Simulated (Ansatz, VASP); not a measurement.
## One calculation of SnF5, two programs

```
Sn F
1.0
     4.74108    0.00000    0.00000
    -2.37054    4.10590    0.00000
     0.00000    0.00000    3.36946
Sn F
1 5
Direct
  0.00000 0.00000 0.50000
  0.00000 0.71591 0.00000
  0.71591 0.00000 0.00000
  0.28409 0.28409 0.00000
  0.66667 0.33333 0.50000
  0.33333 0.66667 0.50000
```

Change from the starting cell: species swapped into the CaMg5 type (P-62m, No. 189).

Alike in both runs: functional PBE; k mesh 12 × 12 × 12; occupations gaussian, width 0.1 eV; no spin polarisation.

Ansatz relaxed the structure, and its values are those at the end. VASP's run is a single point on that final structure, the one shown.

|  | VASP | Ansatz |
| --- | --- | --- |
| version | VASP 6.6.1 | Ansatz 0.2.0 |
| potentials or method | VASP PAW PBE potentials, release 64 (Sn_d, F), cutoff 520 eV | scalar-relativistic, plane waves, PAW |
| valence electrons in the cell | 49 | 49 |

Ansatz gave:

- gap on the k mesh at the Fermi level (eV): none
- pressure (GPa): 0.0
- rms of the force components (eV/Å): 0.001

Task: What did VASP give for the same quantities?

Result: gap on the k mesh at the Fermi level (eV): none; pressure (GPa): 0.2; rms of the force components (eV/Å): 0.028.

A gap of «none» marks a metal or a gap that the smearing closes. With one functional, cell and mesh, what is left measures potentials, basis and numerics.
